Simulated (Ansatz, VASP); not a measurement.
Two plane-wave programs on La3O2

```
La O
1.0
    -3.47985    3.47985    4.37679
     3.47985   -3.47985    4.37679
     3.47985    3.47985   -4.37679
La O
3 2
Direct
  0.50000 0.00000 0.50000
  0.00000 0.50000 0.50000
  0.50000 0.50000 0.00000
  0.75000 0.25000 0.50000
  0.25000 0.75000 0.50000
```

Alike in both runs: functional PBE; k mesh 8 × 8 × 8; occupations gaussian, width 0.1 eV; no spin polarisation.

Ansatz relaxed the structure, and its values are those at the end. VASP's run is a single point on that final structure, the one shown.

```csv
,VASP,Ansatz
version,VASP 6.6.1,Ansatz 0.2.0
potentials or method,"VASP PAW PBE potentials, release 64 (La, O), cutoff 520 eV","scalar-relativistic, plane waves, PAW"
valence electrons in the cell,45,45
```

```csv
,VASP,Ansatz,Ansatz less VASP
gap on the k mesh at the Fermi level (eV),none,none,-
pressure (GPa),-0.1,0.0,+0.05
```

A gap of «none» marks a metal or a gap that the smearing closes.

Spin-orbit coupling is off throughout.
